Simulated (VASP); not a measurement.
A run of VASP 6.6.1 is set up as follows.

Contents of POSCAR:

```
BP
1.0
    0.0000000000      2.2690000000      2.2690000000
    2.2690000000      0.0000000000      2.2690000000
    2.2690000000      2.2690000000      0.0000000000
B P
1 1
Direct
    0.0000000000      0.0000000000      0.0000000000
    0.2500000000      0.2500000000      0.2500000000
```

The input INCAR.step1:

```
  PREC = Accurate
  ENCUT = 520
  ISMEAR = 0
  SIGMA = 0.01
  LREAL = False
  LASPH = True
  NELM = 100
  NBANDS = 11
  GGA = PE
  ALGO = Normal
  EDIFF = 1E-4
  LWAVE = True
  LCHARG = False
```

Contents of INCAR.step2:

```
  PREC = Accurate
  ENCUT = 520
  EDIFF = 1E-6
  ISMEAR = 0
  SIGMA = 0.01
  LREAL = False
  LASPH = True
  NELM = 100
  ALGO = Normal
  ISIF = 2
  LWAVE = False
  LCHARG = True
  METAGGA = R2SCAN
  LMIXTAU = True
  LELF = True
  LVHAR = True
  NBANDS = 11
  ISTART = 1
```

File KPOINTS:

```
regular mesh
0
Gamma
  5 5 5
```

Potentials or basis: VASP PAW PBE potentials, release 64 (B, P).

Command:

```console
$ cat potpaw_PBE.64/B/POTCAR potpaw_PBE.64/P/POTCAR > POTCAR
$ cp INCAR.step1 INCAR
$ mpirun -np 1 vasp_std > vasp.out
$ cp INCAR.step2 INCAR
$ mpirun -np 1 vasp_std > vasp.out
```

Q: What does it give for the pressure?

A: -0.3 GPa.

Q: Predict the band gap on the k mesh.

A: 1.44 eV, indirect (least direct gap 3.64 eV).

Caveat: the k points lie up to 0.48 Å⁻¹ apart; the PAW data sets were made with another functional, which shifts forces and pressure a little. r2SCAN opens gaps a little over a GGA but as a rule still falls short of measured ones.
